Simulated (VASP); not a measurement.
# Cs (P6_3/mmc) in VASP: density of states with PBE

Aim: the density of states of Cs with PBE.

Everything below comes from runs of VASP 6.6.1. Logs are shortened: lines on timing, memory, paths and dates and some standing lists are left out, and cuts for length are marked.

## 1. The cell of the first run

Symmetry: P6_3/mmc, No. 194, hexagonal system. Conventional cell: a = 5.460 Å, b = 5.460 Å, c = 9.038 Å, α = 90.00°, β = 90.00°, γ = 120.00°.

## 2. Density of states, PBE

The input, POSCAR:

```
Cs
1.0
    5.4596626946      0.0000000000      0.0000000000
   -2.7298313473      4.7282065897      0.0000000000
    0.0000000000      0.0000000000      9.0377917697
Cs
2
Direct
    0.3333333333      0.6666666667      0.2500000000
    0.6666666667      0.3333333333      0.7500000000
```

The input, INCAR.step1:

```
PREC = Accurate
ENCUT = 520
EDIFF = 1E-6
ISMEAR = 0
SIGMA = 0.1
LREAL = False
LASPH = True
NELM = 100
ALGO = Normal
ISIF = 2
LWAVE = False
LCHARG = True
GGA = PE
NBANDS = 16
```

The input, KPOINTS.step1:

```
regular mesh
0
Gamma
  9 9 6
```

The input, INCAR.step2:

```
PREC = Accurate
ENCUT = 520
EDIFF = 1E-6
ISMEAR = -5
SIGMA = 0.1
LREAL = False
LASPH = True
NELM = 100
ALGO = Normal
ISIF = 2
LWAVE = False
LCHARG = False
GGA = PE
LORBIT = 10
NBANDS = 16
NEDOS = 1001
ICHARG = 11
```

The input, KPOINTS.step2:

```
regular mesh
0
Gamma
  14 14 9
```

Potentials or basis: VASP PAW PBE potentials, release 64 (Cs_sv).

Launch:

```bash
cat potpaw_PBE.64/Cs_sv/POTCAR > POTCAR
cp INCAR.step1 INCAR
cp KPOINTS.step1 KPOINTS
mpirun -np 1 vasp_std > vasp.out
cp INCAR.step2 INCAR
cp KPOINTS.step2 KPOINTS
mpirun -np 1 vasp_std > vasp.out
```

OUTCAR:

```text
PREC = Accurate
   ENCUT = 520
   EDIFF = 1E-6
   ISMEAR = -5
   LREAL = False
   LASPH = True
   NELM = 100
   ISIF = 2
   GGA = PE
   LORBIT = 10
   ICHARG = 11

 ion  position               nearest neighbor table
   1  0.333  0.667  0.250-
   2  0.667  0.333  0.750-

  LATTYP: Found a hexagonal cell.
 ALAT       =     5.4596626946
 C/A-ratio  =     1.6553754829

  Lattice vectors:

 A1 = (   5.4596626946,   0.0000000000,   0.0000000000)
 A2 = (  -2.7298313473,   4.7282065897,   0.0000000000)
 A3 = (   0.0000000000,   0.0000000000,   9.0377917697)

Analysis of symmetry for initial positions (statically):
=====================================================================
 Subroutine PRICEL returns:
 Original cell was already a primitive cell.

 Routine SETGRP: Setting up the symmetry group for a
 hexagonal supercell.

 Subroutine GETGRP returns: Found 24 space group operations
 (whereof 12 operations were pure point group operations)
 out of a pool of 24 trial point group operations.

The static configuration has the point symmetry D_3d.
 The point group associated with its full space group is D_6h.

Analysis of symmetry for dynamics (positions and initial velocities):
=====================================================================
 Subroutine PRICEL returns:
 Original cell was already a primitive cell.

 Routine SETGRP: Setting up the symmetry group for a
 hexagonal supercell.

 Subroutine GETGRP returns: Found 24 space group operations
 (whereof 12 operations were pure point group operations)
 out of a pool of 24 trial point group operations.

The dynamic configuration has the point symmetry D_3d.
 The point group associated with its full space group is D_6h.

 Subroutine INISYM returns: Found 24 space group operations
 (whereof 12 operations are pure point group operations),
 and found     1 'primitive' translations

----------------------------------------------------------------------------------------

                                     Primitive cell

  volume of cell :     233.3053

[... 83 lines left out ...]
   ICHARG =     11    charge: 1-file 2-atom 10-const
   ISPIN  =      1    spin polarized calculation?
   LNONCOLLINEAR =      F non collinear calculations
   LSORBIT =      F    spin-orbit coupling
   LASPH  =      T    aspherical Exc in radial PAW
   ENCUT  =  520.0 eV  38.22 Ry    6.18 a.u.  10.15 10.15 16.80*2*pi/ulx,y,z
   NELM   =    100;   NELMIN=  2; NELMDL=  0     # of ELM steps
   EDIFF  = 0.1E-05   stopping-criterion for ELM
   LREAL  =      F    real-space projection
   EDIFFG = 0.1E-04   stopping-criterion for IOM
   NSW    =      0    number of steps for IOM
   IBRION =     -1    ionic relax: 0-MD 1-quasi-New 2-CG
   NFREE  =      0    steps in history (QN), initial steepest desc. (CG)
   ISIF   =      2    stress and relaxation
   ISYM   =      2    0-nonsym 1-usesym 2-fastsym
   POTIM  = 0.5000    time-step for ionic-motion
   TEBEG  =    0.0;   TEEND  =   0.0 temperature during run
   PSTRESS=    0.0 pullay stress
   NELECT =      18.0000    total number of electrons
   NUPDOWN=      -1.0000    fix difference up-down
   EMIN   =  10.00;   EMAX   =-10.00  energy-range for DOS
   EFERMI =   0.00;   METHOD = LEGACY
   ISMEAR =    -5;   SIGMA  =   0.10  broadening in eV -4-tet -1-fermi 0-gaus
   EFERMI_NEDOS =   21; number of points for ismear=-14 and -15
   IALGO  =     38    algorithm
   IMIX   =      4    mixing-type and parameters
     AMIX     =   0.40;   BMIX     =  1.00
     AMIX_MAG =   1.60;   BMIX_MAG =  1.00
  volume/ion in A,a.u.               =     116.65       787.21
  Fermi-wavevector in a.u.,A,eV,Ry     =   0.696933  1.317012  6.608555  0.485715
  Thomas-Fermi vector in A             =   1.780120
   LORBIT       =     10    0 simple, 1 ext, 2 COOP (PROOUT), +10 PAW based schemes
   GGA     = PE    functional components
   LHFCALC =     F    Hartree Fock is set to
   AEXX    =    0.0000 exact exchange contribution
   IVDW    =     0    specifies the selected vdW correction
   LEPSILON=     F    determine dielectric tensor
   LRPA    =     F    only Hartree local field effects (RPA)
 non-spin polarized calculation
 Fermi weights with tetrahedron method with Bloechl corrections
  energy-cutoff  :      520.00
  volume of cell :      233.31
 maximum number of plane-waves:      6321
 NGX is ok and might be reduce to    42

 number of electron      18.0000000 magnetization

 Free energy of the ion-electron system (eV)
  ---------------------------------------------------
  ext. energy  EPLUGINS =         0.00000000
  ---------------------------------------------------
  free energy    TOTEN  =        -1.70241043 eV

  energy without entropy =       -1.70241043  energy(sigma->0) =       -1.70241043

 E-fermi :   0.4205     XC(G=0):  -5.3703

 val. band max:        0.4252885763   @ k =   0.5000  -0.0000   0.1111
 cond. band min:       0.4171797631   @ k =   0.2857   0.2143   0.3333
 fundamental gap:     -0.0081088132
 Fermi energy:         0.4205034562

 k-point     1 :       0.0000    0.0000    0.0000
  band No.  band energies     occupation
      1     -23.4422      2.00000
      2     -23.4369      2.00000
      3     -10.3149      2.00000
      4     -10.2045      2.00000
      5     -10.2045      2.00000
      6     -10.1902      2.00000
[... 433 lines left out ...]
      3     -10.2879      2.00000
      4     -10.2700      2.00000
      5     -10.2666      2.00000
      6     -10.2461      2.00000
[... 8 lines left out ...]
     15       2.5229      0.00000
     16       3.2456      0.00000

 [... further k-points ...]
[... 5 lines left out ...]
  --------------------------------------------------------------------------------------
  -------------------------------------------------------------------------------------
  Total        0.0437160      0.0437160     -0.0506123      0.0000000      0.0000000      0.0000000
  in kB        0.3002108      0.3002108     -0.3475701      0.0000000      0.0000000      0.0000000
  external PRESSURE =       0.0842839 kB  Pullay stress =       0.0000000 kB

 VOLUME and BASIS-vectors are now :
 -----------------------------------------------------------------------------
  energy-cutoff  :      520.00
  volume of cell :      233.31
      direct lattice vectors                 reciprocal lattice vectors
     5.459662695  0.000000000  0.000000000     0.183161498  0.105748340  0.000000000
    -2.729831347  4.728206590  0.000000000     0.000000000  0.211496681  0.000000000
     0.000000000  0.000000000  9.037791770     0.000000000  0.000000000  0.110646497

 POSITION                                       TOTAL-FORCE (eV/Angst)
 -----------------------------------------------------------------------------------
     -0.00000      3.15214      2.25945         0.000000      0.000000      0.000000
      2.72983      1.57607      6.77834         0.000000     -0.000000      0.000000
 -----------------------------------------------------------------------------------
    total drift:                                0.000000     -0.000000      0.000000

  FREE ENERGIE OF THE ION-ELECTRON SYSTEM (eV)
  ---------------------------------------------------
  free  energy   TOTEN  =        -1.7024104326 eV

  energy  without entropy=       -1.7024104326  energy(sigma->0) =       -1.70241043

 total charge

# of ion       s       p       d       tot
------------------------------------------
    1        1.854   4.681   0.009   6.544
    2        1.854   4.681   0.009   6.544
--------------------------------------------------
tot          3.709   9.362   0.018  13.088
```

OSZICAR.step1:

```text
N       E                     dE             d eps       ncg     rms          rms(c)
DAV:   1     0.136864321767E+03    0.13686E+03   -0.60768E+03  1536   0.817E+02
DAV:   2     0.161342852228E+02   -0.12073E+03   -0.11624E+03  2456   0.152E+02
DAV:   3    -0.132892159943E+01   -0.17463E+02   -0.17338E+02  1936   0.621E+01
DAV:   4    -0.170390802579E+01   -0.37499E+00   -0.37491E+00  2024   0.107E+01
DAV:   5    -0.170674219590E+01   -0.28342E-02   -0.28341E-02  2096   0.943E-01    0.179E-01
DAV:   6    -0.170772830971E+01   -0.98611E-03   -0.29228E-03  2048   0.254E-01    0.123E-01
DAV:   7    -0.170945786862E+01   -0.17296E-02   -0.50993E-03  1856   0.335E-01    0.511E-02
DAV:   8    -0.170973072953E+01   -0.27286E-03   -0.33034E-04  2040   0.885E-02    0.106E-02
DAV:   9    -0.170973470011E+01   -0.39706E-05   -0.18769E-05  2136   0.201E-02    0.432E-03
DAV:  10    -0.170973445344E+01    0.24666E-06   -0.19877E-06  1640   0.476E-03
   1 F= -.17097345E+01 E0= -.17030121E+01  d E =-.134447E-01
```

Run time: 2.6 min. Hardware: 1 thread of Intel Xeon 6975P-C (Granite Rapids), shared host; peak memory 0.56 GiB.

Results:

* Valence electrons inside the program's atomic spheres: Cs 6.54

Levels at points of the mesh, in eV from the Fermi level:
```
           k point  band 6  band 7  band 8  band 9  band 10  band 11  band 12  band 13
(0.00, 0.00, 0.00)  -10.61  -10.61  -10.61   -1.67    -0.05     0.71     2.36     2.39
(0.50, 0.00, 0.00)  -10.66  -10.64  -10.63   -0.01     0.34     0.78     0.98     1.61
```

Caveat: spin-orbit coupling is left out, which moves the levels of the heavy elements; tetrahedron occupations give inexact forces and stress in metals.
